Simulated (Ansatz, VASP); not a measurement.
# EuMn in VASP and in Ansatz

INCAR

```
  ALGO = Normal
  EDIFF = 1E-6
  ENCUT = 520
  GGA = PE
  ISIF = 2
  ISMEAR = 0
  ISPIN = 2
  LASPH = True
  LCHARG = False
  LDAU = True
  LDAUJ = 0 0
  LDAUL = 3 -1
  LDAUPRINT = 1
  LDAUTYPE = 2
  LDAUU = 6 0
  LMAXMIX = 6
  LORBIT = 11
  LREAL = False
  LWAVE = False
  MAGMOM = 7.76 -4.28
  NBANDS = 26
  NELM = 150
  PREC = Accurate
  SIGMA = 0.05
```

KPOINTS

```
k-points
0
Gamma
  8 8 8
```

POSCAR

```
EuMn
1.0
    3.7087477406      0.0000000000      0.0000000000
    0.0000000000      3.7087477406      0.0000000000
    0.0000000000      0.0000000000      3.7087477406
Eu Mn
1 1
Direct
    0.0000000000      0.0000000000      0.0000000000
    0.5000000000      0.5000000000      0.5000000000
```

Input for Ansatz:

```yaml
crystal:
  lattice:
    - [3.7087477406, 0.0, 0.0]
    - [0.0, 3.7087477406, 0.0]
    - [0.0, 0.0, 3.7087477406]
  atoms:
    - { symbol: Eu, position: [0.0, 0.0, 0.0], spin: 7.77 }
    - { symbol: Mn, position: [0.5, 0.5, 0.5], spin: -4.31 }
basis:
  ecutwfc: 420
  ecutrho_ratio: 4
kpoints:
  mp_grid: { grid: [8, 8, 8] }
hamiltonian:
  xc: pbe
  hubbard:
    sites:
      - { species: Eu, l: f, u_eff: 6.0, starting_ns: start.occupation_matrices }
    ns_hold: { iters: 6 }
scf:
  occupations: { method: gaussian, width: 0.05 }
  lower_state_search: "off"
output:
  forces: true
  stress: true
  eigenvalues: true
  populations: true
  hubbard: { sites: [{ species: Eu, l: f }] }
magnetization:
  spin_polarized: true
```

Alike in both runs: task single point; functional PBE; k mesh 8 × 8 × 8; occupations gaussian, width 0.05 eV; collinear spin; Hubbard terms Eu f U = 6.0 eV.

|  | VASP | Ansatz |
| --- | --- | --- |
| version | VASP 6.6.1 | Ansatz 0.2.0 |
| potentials or method | VASP PAW PBE potentials, release 64 (Eu, Mn_pv), cutoff 520 eV | scalar-relativistic, plane waves, PAW |
| valence electrons in the cell | 30 | 32 |

|  | VASP | Ansatz | Ansatz less VASP |
| --- | --- | --- | --- |
| gap on the k mesh at the Fermi level (eV) | none | none | - |
| pressure (GPa) | 1.2 | 1.2 | 0.00 |
| net moment per atom (μB) | 1.81 | 1.81 | 0.000 |
| size of the moment on the site where the two differ most (μB) | 6.83 | 7.05 | +0.225 |

Site moments also hang on the region over which each program counts them. The programs project onto different local orbitals, so the same U acts differently, and such runs can settle in different states. A gap of «none» marks a metal or a gap that the smearing closes. VASP's potentials hold 30 valence electrons a cell and Ansatz's 32, so a difference there can come from the potentials and not from the codes. Ansatz's warnings: filled band counts differ across k points.

Spin-orbit coupling is off throughout.
